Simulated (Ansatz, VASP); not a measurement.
GaP in VASP and in Ansatz

```
CELL_PARAMETERS angstrom
0.00000 2.69800 2.72525
2.69800 0.00000 2.72525
2.69800 2.69800 0.00000
ATOMIC_POSITIONS crystal
Ga 0.00000 0.00000 0.00000
P 0.75000 0.75000 0.75000
```

Change from the starting cell: equal xx and yy strain of -1 %.

Alike in both runs: task single point; functional PBE; k mesh 10 × 10 × 10; occupations fermi-dirac, width 0.05 eV; no spin polarisation.

```csv
,VASP,Ansatz
version,VASP 6.6.1,Ansatz 0.2.0
potentials or method,"VASP PAW PBE potentials, release 64 (Ga_d, P), cutoff 520 eV","all-electron LAPW, scalar-relativistic"
```

|  | VASP | Ansatz | Ansatz less VASP |
| --- | --- | --- | --- |
| pressure (GPa) | 4.3 | 4.3 | +0.07 |
| traceless stress, the component that is largest in VASP (GPa) | -0.50 | -0.50 | 0.000 |

Ansatz ran all-electron here, and VASP with PAW potentials.
